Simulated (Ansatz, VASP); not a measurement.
## Fe: VASP beside Ansatz

```xyz
1
Lattice="0.0000 1.9798 2.0036 1.5278 0.0000 2.0036 1.5278 1.9798 0.0000" Properties=species:S:1:pos:R:3 pbc="T T T"
Fe    0.0000    0.0000    0.0000
```

Change from the starting cell: volume scaled by 1.06.

Alike in both runs: task single point; functional LDA; k mesh 16 × 16 × 16; occupations fermi-dirac, width 0.05 eV; collinear spin.

|  | VASP | Ansatz |
| --- | --- | --- |
| version | VASP 6.6.1 | Ansatz 0.2.0 |
| potentials or method | VASP PAW LDA potentials, release 64 (Fe), cutoff 600 eV | all-electron LAPW, scalar-relativistic |

```csv
,VASP,Ansatz,Ansatz less VASP
pressure (GPa),-26.1,-25.4,+0.72
"traceless stress, the component that is largest in VASP (GPa)",-4.48,-4.45,+0.029
net moment per atom (μB),2.26,2.29,+0.033
size of the moment on the site where the two differ most (μB),2.24,2.32,+0.086
```

LDA's correlation is that of Perdew and Zunger in VASP and of Perdew and Wang (1992) in Ansatz. Site moments also hang on the region over which each program counts them. Ansatz ran all-electron here, and VASP with PAW potentials.
